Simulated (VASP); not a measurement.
A run of VASP 6.6.1 is set up as follows.

File INCAR:

```
SYSTEM = MgB2
  PREC = Accurate
  ENCUT = 520
  EDIFF = 1E-6
  ISMEAR = 0
  SIGMA = 0.05
  LREAL = .False.
  LASPH = .True.
  NELM = 100
  ALGO = Normal
  ISIF = 2
  LWAVE = .False.
  LCHARG = .False.
  GGA = PS
  NBANDS = 11
```

Contents of KPOINTS:

```
Automatic mesh
0
Gamma
  12 12 10
  0 0 0
```

Contents of POSCAR:

```
MgB2
1.0
    3.0325072419      0.0000000000      0.0000000000
   -1.5162536209      2.6262283087      0.0000000000
    0.0000000000      0.0000000000      3.4239799716
Mg B
1 2
Direct
    0.0000000000      0.0000000000      0.0000000000
    0.3333333333      0.6666666667      0.5000000000
    0.6666666667      0.3333333333      0.5000000000
```

Potentials or basis: VASP PAW PBE potentials, release 64 (Mg, B).

Command:

```bash
$ cat potpaw_PBE.64/Mg/POTCAR potpaw_PBE.64/B/POTCAR > POTCAR
$ mpirun -np 1 vasp_std > vasp.out
```

Task: What does it give for the band gap on the k mesh?

Result: Zero (bands 4 and 5 overlap by 4.06 eV).

Task: Estimate the pressure.

Result: 6.5 GPa.

Stress tensor (GPa, compression positive):
```
6.64 0.00 0.00
0.00 6.64 0.00
0.00 0.00 6.36
```

Caveat: the cell stands under pressure; the PAW data sets were made with another functional, which shifts forces and pressure a little.
